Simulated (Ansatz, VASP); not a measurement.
# Mg2Si in VASP and in Ansatz

```xyz
3
Lattice="0.0000 3.1170 3.1170 3.1170 0.0000 3.1170 3.1170 3.1170 0.0000" Properties=species:S:1:pos:R:3 pbc="T T T"
Mg    1.5585    1.5585    1.5585
Mg    4.6756    4.6756    4.6756
Si    0.0000    0.0000    0.0000
```

Alike in both runs: task single point; functional PBE; k mesh 6 × 6 × 6; no spin polarisation.

|  | VASP | Ansatz |
| --- | --- | --- |
| version | VASP 6.6.1 | Ansatz 0.2.0 |
| potentials or method | VASP PAW PBE potentials, release 64 (Mg, Si) | plane waves, PAW |
| plane-wave cutoff (eV) | 600 | 420 |
| occupations | gaussian, width 0.01 eV | fixed |
| valence electrons in the cell | 8 | 24 |

```csv
,VASP,Ansatz,Ansatz less VASP
gap on the k mesh at the Fermi level (eV),0.13,0.13,+0.003
pressure (GPa),3.7,3.8,+0.12
```

VASP's potentials hold 8 valence electrons a cell and Ansatz's 24, so a difference there can come from the potentials and not from the codes.
